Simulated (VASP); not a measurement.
Rb2Hg, 3 atoms in the cell. Symmetry: Fm-3m, No. 225, cubic system. The conventional cell has a = 8.805 Å, b = 8.805 Å, c = 8.805 Å, α = 90.00°, β = 90.00°, γ = 90.00°. Within 5.0 Å of Rb (site symmetry -43m) lie 4 Hg at 3.81 Å and 6 Rb at 4.40 Å. Hg (site symmetry m-3m) has 8 Rb at 3.81 Å within 5.0 Å. The cell was built from a structure type or drawn by symmetry, and may not be a known phase.

| Item | Value |
| --- | --- |
| Program | VASP 6.6.1 |
| Task | relaxation of cell and atoms |
| Functional | PBE |
| Potentials or basis | VASP PAW PBE potentials, release 64 (Rb_sv, Hg) |
| Cutoff | 600 eV |
| k mesh | 10 × 10 × 10 |
| Occupations | gaussian, width 0.1 eV |
| Spin | no spin polarisation |
| Dipole correction | no |
| Further INCAR settings | ALGO = Normal; EDIFF = 1e-06; IBRION = 2; EDIFFG = -0.01; NSW = 100; ISIF = 3 |

Potentials or basis: VASP PAW PBE potentials, release 64 (Rb_sv, Hg).

Command:

```sh
$ cat potpaw_PBE.64/Rb_sv/POTCAR potpaw_PBE.64/Hg/POTCAR > POTCAR
$ mpirun -np 1 vasp_std > vasp.out
```

Hardware: 1 thread of Intel(R) Xeon(R) 6975P-C (Granite Rapids), on a shared host.

Task: How long does it take, and how much memory?

Result: Run time: 4.8 min on 1 thread of Intel(R) Xeon(R) 6975P-C (Granite Rapids), on a shared host, peak memory 0.49 GiB. Counts: scf iterations 35, k points 47, ion steps 4.
